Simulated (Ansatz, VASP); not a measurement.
## AlN: VASP beside Ansatz

```
Al N
1.0
     0.00000    1.96138    1.96138
     1.96138    0.00000    1.96138
     1.96138    1.96138    0.00000
Al N
1 1
Direct
  0.00000 0.00000 0.00000
  0.50000 0.50000 0.50000
```

Change from the starting cell: volume scaled by 0.975, PAW files.

Alike in both runs: task electric field gradients; functional LDA; k mesh 10 × 10 × 10; occupations fermi-dirac, width 0.02 eV; no spin polarisation.

```csv
,VASP,Ansatz
version,VASP 6.6.1,Ansatz 0.2.0
potentials or method,"VASP PAW LDA potentials, release 64 (Al, N)","PAW with Ansatz's default frozen-core files, scalar-relativistic"
plane-wave cutoff (eV),520,420
valence electrons in the cell,8,8
```

|  | VASP | Ansatz | Ansatz less VASP |
| --- | --- | --- | --- |
| gap on the k mesh at the Fermi level (eV) | 5.01 | 5.02 | +0.001 |
| pressure (GPa) | 22.0 | 21.1 | -0.91 |

LDA's correlation is that of Perdew and Zunger in VASP and of Perdew and Wang (1992) in Ansatz.
